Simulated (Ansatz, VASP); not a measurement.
**MgO in VASP and in Ansatz**

```
Mg O
1.0
     0.00000    2.09169    2.09169
     2.09169    0.00000    2.09169
     2.09169    2.09169    0.00000
Mg O
1 1
Direct
  0.01331 0.01331 0.98669
  0.47979 0.47979 0.52021
```

Change from the starting cell: mode 6 frozen in at -0.086 Å, equal normal strain along x, y and z -0.0167.

Alike in both runs: task single point; functional PBE; k mesh 10 × 10 × 10; occupations gaussian, width 0.05 eV; no spin polarisation.

|  | VASP | Ansatz |
| --- | --- | --- |
| version | VASP 6.6.1 | Ansatz 0.2.0 |
| potentials or method | VASP PAW PBE potentials, release 64 (Mg, O), cutoff 600 eV | scalar-relativistic, plane waves, PAW |
| valence electrons in the cell | 8 | 16 |

```tsv
	VASP	Ansatz	Ansatz less VASP
gap on the k mesh at the Fermi level (eV)	4.92	4.94	+0.018
least direct gap on the mesh (eV)	4.92	4.94	+0.018
pressure (GPa)	9.4	10.4	+1.04
traceless stress, the component that is largest in VASP (GPa)	5.33	5.25	-0.083
rms of the force components (eV/Å)	0.562	0.554	-0.0078
```

Atom by atom the forces differ by 0.008 eV/Å (rms over components). With one functional, cell and mesh, what is left measures potentials, basis and numerics. VASP's potentials hold 8 valence electrons a cell and Ansatz's 16, so a difference there can come from the potentials and not from the codes.
